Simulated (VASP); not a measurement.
Wanted: the native input for a VASP 6.6.1 run.

```
Task                   : single point
Functional             : PBE
Potentials or basis    : VASP PAW PBE potentials, release 64 (Zr_sv)
Cutoff                 : 520 eV
k mesh                 : 14 × 14 × 14
Occupations            : fermi-dirac, width 0.05 eV
Spin                   : collinear spin
Starting moments       : [1.0] μB
Dipole correction      : no
Further INCAR settings : ALGO = Normal; EDIFF = 1e-06; NBANDS = 16
```

The structure of Zr lies in POSCAR:

```
Zr
1.0
    0.0000000000      2.2609290331      2.2609290331
    2.2609290331      0.0000000000      2.2609290331
    2.2609290331      2.2609290331      0.0000000000
Zr
1
Direct
    0.0000000000      0.0000000000      0.0000000000
```

This isn't the form of Zr at room conditions, which is hcp.

These files were run (other wordings do the same):

INCAR

```
  ALGO = Normal
  EDIFF = 1E-6
  ENCUT = 520
  GGA = PE
  ISIF = 2
  ISMEAR = -1
  ISPIN = 2
  LASPH = T
  LCHARG = T
  LELF = T
  LMAXMIX = 4
  LORBIT = 11
  LREAL = F
  LVHAR = T
  LWAVE = F
  MAGMOM = 1
  NBANDS = 16
  NELM = 150
  PREC = Accurate
  SIGMA = 0.05
```

KPOINTS

```
k-points
0
Gamma
  14 14 14
```

Potentials or basis: VASP PAW PBE potentials, release 64 (Zr_sv).

Command:

```sh
$ cat potpaw_PBE.64/Zr_sv/POTCAR > POTCAR
$ mpirun -np 1 vasp_std > vasp.out
```

Results of the run:

The pressure is 0.4 GPa, the band gap on the k mesh is zero (filled and empty bands overlap) and the net moment is 0.00 μB per cell. The valence electrons inside the program's atomic spheres are Zr 9.84.

It took 83 s on 1 thread of Intel Xeon 8259CL (shared host), peak memory 0.19 GiB.
